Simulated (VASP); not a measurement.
# Mg (Pm-3m) in VASP: a series of runs

Mg is run at these levels: PBE; tasks: single point.

All numbers are computed with VASP 6.6.1; they aren't measurements. Logs are shortened: lines on timing, memory, paths and dates and some standing lists are left out, and cuts for length are marked.

**1. The cell of the first run**

The structure is cubic, space group Pm-3m (No. 221). Conventional cell: a = 2.783 Å, b = 2.783 Å, c = 2.783 Å, α = 90.00°, β = 90.00°, γ = 90.00°. Within 3.7 Å of Mg (site symmetry m-3m) lie 6 Mg at 2.78 Å.

**2. Single point, PBE (volume scaled by 0.78)**

Contents of INCAR:

```
PREC     = Accurate       # precision mode
ENCUT    = 520            # plane-wave cutoff, eV
EDIFF    = 1E-7           # SCF threshold, eV
ISMEAR   = -1             # smearing method
SIGMA    = 0.1            # smearing width, eV
LREAL    = F              # projectors in reciprocal space
LASPH    = T              # aspherical terms in the spheres
NELM     = 80             # most SCF steps
ALGO     = Normal         # electronic algorithm
ISIF     = 2              # what is computed and relaxed
LWAVE    = F              # write WAVECAR
LCHARG   = T              # write CHGCAR
GGA      = PE             # functional
LELF     = T              # ELF
LVHAR    = T            
NBANDS   = 7              # bands
```

Contents of KPOINTS:

```
regular mesh
0
Gamma
  13 13 13
```

Contents of POSCAR:

```
Mg
1.0
    2.7830300964      0.0000000000      0.0000000000
    0.0000000000      2.7830300964      0.0000000000
    0.0000000000      0.0000000000      2.7830300964
Mg
1
Direct
    0.0000000000      0.0000000000      0.0000000000
```

Potentials or basis: VASP PAW PBE potentials, release 64 (Mg).

On the command line:

```console
$ cat potpaw_PBE.64/Mg/POTCAR > POTCAR
$ mpirun -np 1 vasp_std > vasp.out
```

OUTCAR:

```text
PREC = Accurate
   ENCUT = 520
   EDIFF = 1E-7
   ISMEAR = -1
   LREAL = F
   LASPH = T
   NELM = 80
   ISIF = 2
   GGA = PE

 ion  position               nearest neighbor table
   1  0.000  0.000  0.000-

  LATTYP: Found a simple cubic cell.
 ALAT       =     2.7830300964

  Lattice vectors:

 A1 = (   2.7830300964,   0.0000000000,   0.0000000000)
 A2 = (   0.0000000000,   2.7830300964,   0.0000000000)
 A3 = (   0.0000000000,   0.0000000000,   2.7830300964)

Analysis of symmetry for initial positions (statically):
=====================================================================
 Subroutine PRICEL returns:
 Original cell was already a primitive cell.

 Routine SETGRP: Setting up the symmetry group for a
 simple cubic supercell.

 Subroutine GETGRP returns: Found 48 space group operations
 (whereof 48 operations were pure point group operations)
 out of a pool of 48 trial point group operations.

The static configuration has the point symmetry O_h .

Analysis of symmetry for dynamics (positions and initial velocities):
=====================================================================
 Subroutine PRICEL returns:
 Original cell was already a primitive cell.

 Routine SETGRP: Setting up the symmetry group for a
 simple cubic supercell.

 Subroutine GETGRP returns: Found 48 space group operations
 (whereof 48 operations were pure point group operations)
 out of a pool of 48 trial point group operations.

The dynamic configuration has the point symmetry O_h .

 Subroutine INISYM returns: Found 48 space group operations
 (whereof 48 operations are pure point group operations),
 and found     1 'primitive' translations

----------------------------------------------------------------------------------------

                                     Primitive cell

  volume of cell :      21.5553

  direct lattice vectors                    reciprocal lattice vectors
     2.783030096  0.000000000  0.000000000     0.359320584  0.000000000  0.000000000
     0.000000000  2.783030096  0.000000000     0.000000000  0.359320584  0.000000000
     0.000000000  0.000000000  2.783030096     0.000000000  0.000000000  0.359320584

  length of vectors
     2.783030096  2.783030096  2.783030096     0.359320584  0.359320584  0.359320584

  position of ions in fractional coordinates (direct lattice)
     0.000000000  0.000000000  0.000000000

  ion indices of the primitive-cell ions
   primitive index   ion index
                 1           1

----------------------------------------------------------------------------------------

 KPOINTS: regular mesh

Automatic generation of k-mesh.
 Grid dimensions read from file:
 generate k-points for:   13   13   13

 Generating k-lattice:

  Cartesian coordinates                     Fractional coordinates (reciprocal lattice)
     0.027640045  0.000000000  0.000000000     0.076923077  0.000000000  0.000000000
     0.000000000  0.027640045  0.000000000     0.000000000  0.076923077  0.000000000
     0.000000000  0.000000000  0.027640045     0.000000000  0.000000000  0.076923077

  Length of vectors
     0.027640045  0.027640045  0.027640045

  Shift w.r.t. Gamma in fractional coordinates (k-lattice)
     0.000000000  0.000000000  0.000000000

 Subroutine IBZKPT returns following result:
 ===========================================

 Found     84 irreducible k-points:

 Following reciprocal coordinates:
            Coordinates               Weight
  0.000000  0.000000  0.000000      1.000000
  0.076923  0.000000  0.000000      6.000000
  0.153846  0.000000  0.000000      6.000000
  0.230769  0.000000  0.000000      6.000000
  0.307692  0.000000  0.000000      6.000000
  0.384615  0.000000  0.000000      6.000000
[... 16 lines left out ...]
  0.307692  0.307692  0.000000     12.000000
  0.384615  0.307692  0.000000     24.000000
 [... further k-points ...]
   k-points           NKPTS =     84   k-points in BZ     NKDIM =     84   number of bands    NBANDS=      7
   number of dos      NEDOS =    301   number of ions     NIONS =      1
   total plane-waves  NPLWV =  13824
   dimension x,y,z NGX =    24 NGY =   24 NGZ =   24
   dimension x,y,z NGXF=    48 NGYF=   48 NGZF=   48
   ions per type =               1
   NGX,Y,Z   is equivalent  to a cutoff of  14.34, 14.34, 14.34 a.u.
   NGXF,Y,Z  is equivalent  to a cutoff of  28.67, 28.67, 28.67 a.u.
 SYSTEM =  unknown system
   PREC   = accura    normal or accurate (medium, high low for compatibility)
   ISTART =      0    job   : 0-new  1-cont  2-samecut
   ICHARG =      2    charge: 1-file 2-atom 10-const
   ISPIN  =      1    spin polarized calculation?
   LNONCOLLINEAR =      F non collinear calculations
   LSORBIT =      F    spin-orbit coupling
   LASPH  =      T    aspherical Exc in radial PAW
   ENCUT  =  520.0 eV  38.22 Ry    6.18 a.u.   5.17  5.17  5.17*2*pi/ulx,y,z
   NELM   =     80;   NELMIN=  2; NELMDL= -5     # of ELM steps
   EDIFF  = 0.1E-06   stopping-criterion for ELM
   LREAL  =      F    real-space projection
   EDIFFG = 0.1E-05   stopping-criterion for IOM
   NSW    =      0    number of steps for IOM
   IBRION =     -1    ionic relax: 0-MD 1-quasi-New 2-CG
   NFREE  =      0    steps in history (QN), initial steepest desc. (CG)
   ISIF   =      2    stress and relaxation
   ISYM   =      2    0-nonsym 1-usesym 2-fastsym
   POTIM  = 0.5000    time-step for ionic-motion
   TEBEG  =    0.0;   TEEND  =   0.0 temperature during run
   PSTRESS=    0.0 pullay stress
   NELECT =       2.0000    total number of electrons
   NUPDOWN=      -1.0000    fix difference up-down
   EMIN   =  10.00;   EMAX   =-10.00  energy-range for DOS
   EFERMI =   0.00;   METHOD = LEGACY
   ISMEAR =    -1;   SIGMA  =   0.10  broadening in eV -4-tet -1-fermi 0-gaus
   EFERMI_NEDOS =   21; number of points for ismear=-14 and -15
   IALGO  =     38    algorithm
   IMIX   =      4    mixing-type and parameters
     AMIX     =   0.40;   BMIX     =  1.00
     AMIX_MAG =   1.60;   BMIX_MAG =  1.00
  volume/ion in A,a.u.               =      21.56       145.46
  Fermi-wavevector in a.u.,A,eV,Ry     =   0.741140  1.400552  7.473524  0.549289
  Thomas-Fermi vector in A             =   1.835710
   LORBIT       =      0    0 simple, 1 ext, 2 COOP (PROOUT), +10 PAW based schemes
   GGA     = PE    functional components
   LHFCALC =     F    Hartree Fock is set to
   AEXX    =    0.0000 exact exchange contribution
   IVDW    =     0    specifies the selected vdW correction
   LEPSILON=     F    determine dielectric tensor
   LRPA    =     F    only Hartree local field effects (RPA)
 non-spin polarized calculation
  energy-cutoff  :      520.00
  volume of cell :       21.56
 maximum number of plane-waves:       595
 NGX is ok and might be reduce to    24
   NGX = 11   NGY = 11   NGZ = 11

 number of electron       2.0000000 magnetization

 Free energy of the ion-electron system (eV)
  ---------------------------------------------------
  ext. energy  EPLUGINS =         0.00000000
  ---------------------------------------------------
  free energy    TOTEN  =        -0.99182738 eV

  energy without entropy =       -0.97576738  energy(sigma->0) =       -0.98379738

 E-fermi :   2.9739     XC(G=0):  -8.6648

 val. band max:        2.9494731786   @ k =   0.3846   0.0769   0.0000
 cond. band min:       3.0528146345   @ k =   0.3846   0.3846   0.3077
 fundamental gap:      0.1033414560
 Fermi energy:         2.9738617570

 k-point     1 :       0.0000    0.0000    0.0000
  band No.  band energies     occupation
      1      -4.2503      2.00000
      2      11.9257      0.00000
      3      11.9257      0.00000
      4      14.2661      0.00000
      5      14.2661      0.00000
      6      14.2661      0.00000
      7      19.7095      0.00000

 k-point     2 :       0.0769    0.0000    0.0000
  band No.  band energies     occupation
      1      -4.1350      2.00000
      2      10.6508      0.00000
      3      12.0275      0.00000
      4      14.3563      0.00000
      5      14.3563      0.00000
      6      15.2575      0.00000
      7      20.2533      0.00000

 k-point     3 :       0.1538    0.0000    0.0000
  band No.  band energies     occupation
      1      -3.7901      2.00000
      2       8.6191      0.00000
      3      12.3293      0.00000
      4      14.6270      0.00000
      5      14.6270      0.00000
      6      16.4754      0.00000
      7      21.8253      0.00000

 k-point     4 :       0.2308    0.0000    0.0000
  band No.  band energies     occupation
      1      -3.2182      2.00000
      2       6.5712      0.00000
      3      12.8183      0.00000
      4      15.0785      0.00000
      5      15.0785      0.00000
      6      17.4560      0.00000
      7      23.5310      0.00000

 k-point     5 :       0.3077    0.0000    0.0000
  band No.  band energies     occupation
      1      -2.4237      2.00000
      2       4.6310      0.00000
      3      13.4616      0.00000
      4      15.7101      0.00000
      5      15.7101      0.00000
      6      18.3677      0.00000
      7      21.7917      0.00000

 k-point     6 :       0.3846    0.0000    0.0000
  band No.  band energies     occupation
      1      -1.4125      2.00000
      2       2.8432      1.57394
      3      14.1735      0.00000
      4      16.5158      0.00000
      5      16.5158      0.00000
      6      19.2367      0.00000
      7      20.2344      0.00000

 k-point     7 :       0.4615    0.0000    0.0000
  band No.  band energies     occupation
      1      -0.1918      2.00000
      2       1.2312      2.00000
      3      14.7245      0.00000
      4      17.4391      0.00000
      5      17.4391      0.00000
      6      18.9324      0.00000
      7      18.9324      0.00000
[... 121 lines left out ...]
 k-point    20 :       0.3077    0.2308    0.0000
  band No.  band energies     occupation
      1      -1.4109      2.00000
      2       5.4948      0.00000
      3       8.5085      0.00000
      4      14.5568      0.00000
      5      16.5272      0.00000
      6      18.1947      0.00000
      7      22.2159      0.00000

 k-point    21 :       0.3846    0.2308    0.0000
  band No.  band energies     occupation
      1      -0.4105      2.00000
      2       3.7858      0.00060
      3       9.3593      0.00000
      4      13.1591      0.00000
      5      17.3342      0.00000
      6      18.8583      0.00000
      7      20.8469      0.00000

 k-point    22 :       0.4615    0.2308    0.0000
  band No.  band energies     occupation
      1       0.7953      2.00000
      2       2.2051      1.99908
      3      10.4484      0.00000
      4      11.7470      0.00000
      5      18.2830      0.00000
      6      19.5827      0.00000
      7      19.8931      0.00000

 k-point    23 :       0.3077    0.3077    0.0000
  band No.  band energies     occupation
      1      -0.6314      2.00000
      2       5.7336      0.00000
      3       7.0762      0.00000
      4      12.9773      0.00000
      5      17.1566      0.00000
      6      18.6821      0.00000
      7      22.0373      0.00000

 k-point    24 :       0.3846    0.3077    0.0000
  band No.  band energies     occupation
      1       0.3602      2.00000
      2       4.4732      0.00000
      3       7.5019      0.00000
      4      11.3663      0.00000
      5      17.9552      0.00000
      6      19.5748      0.00000
      7      21.1699      0.00000

 [... further k-points ...]
[... 5 lines left out ...]
  --------------------------------------------------------------------------------------
  -------------------------------------------------------------------------------------
  Total        1.2155441      1.2155441      1.2155441      0.0000000      0.0000000     -0.0000000
  in kB       90.3498791     90.3498791     90.3498791      0.0000000      0.0000000     -0.0000000
  external PRESSURE =      90.3498791 kB  Pullay stress =       0.0000000 kB

 VOLUME and BASIS-vectors are now :
 -----------------------------------------------------------------------------
  energy-cutoff  :      520.00
  volume of cell :       21.56
      direct lattice vectors                 reciprocal lattice vectors
     2.783030096  0.000000000  0.000000000     0.359320584  0.000000000  0.000000000
     0.000000000  2.783030096  0.000000000     0.000000000  0.359320584  0.000000000
     0.000000000  0.000000000  2.783030096     0.000000000  0.000000000  0.359320584

 POSITION                                       TOTAL-FORCE (eV/Angst)
 -----------------------------------------------------------------------------------
      0.00000      0.00000      0.00000         0.000000      0.000000      0.000000
 -----------------------------------------------------------------------------------
    total drift:                                0.000000      0.000000      0.000000

  FREE ENERGIE OF THE ION-ELECTRON SYSTEM (eV)
  ---------------------------------------------------
  free  energy   TOTEN  =        -0.9918273755 eV

  energy  without entropy=       -0.9757673814  energy(sigma->0) =       -0.98379738
```

Wall time 5.1 s (1 thread of Intel Xeon Platinum 8559C (Emerald Rapids), shared host); peak memory 0.14 GiB.

Results:

| Item | Value |
| --- | --- |
| Free energy | -0.9918 eV |
| Pressure | 9.0 GPa |
| Band gap on the k mesh | zero (band 1 reaches 7.25 eV, above the bottom of band 2 at 1.23 eV) |

Levels at points of the mesh, in eV from the Fermi level:
| k point | band 1 | band 2 | band 3 | band 4 | band 5 | band 6 |
| --- | --- | --- | --- | --- | --- | --- |
| (0.00, 0.00, 0.00) | -7.22 | 8.95 | 8.95 | 11.29 | 11.29 | 11.29 |

(Continued in part 2 of 2.)
